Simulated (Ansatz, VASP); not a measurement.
## Two plane-wave programs on Cl

```xyz
2
Lattice="12.0000 0.0000 0.0000 0.0000 12.3000 0.0000 0.0000 0.0000 12.6000" Properties=species:S:1:pos:R:3 pbc="T T T"
Cl    6.0000    6.1500    5.2809
Cl    6.0000    6.1500    7.3191
```

Alike in both runs: functional BLYP; k mesh 1 × 1 × 1; occupations fermi-dirac, width 0.01 eV; no spin polarisation.

Ansatz relaxed the structure, and its values are those at the end. VASP's run is a single point on that final structure, the one shown.

```csv
,VASP,Ansatz
version,VASP 6.6.1,Ansatz 0.2.0
potentials or method,"VASP PAW PBE potentials, release 64 (Cl), cutoff 520 eV","plane waves (420 eV) with PAW, scalar-relativistic"
valence electrons in the cell,14,14
```

```csv
,VASP,Ansatz,Ansatz less VASP
rms of the force components (eV/Å),0.102,0.001,-0.1010
```

VASP's potentials were made for PBE, not for BLYP.
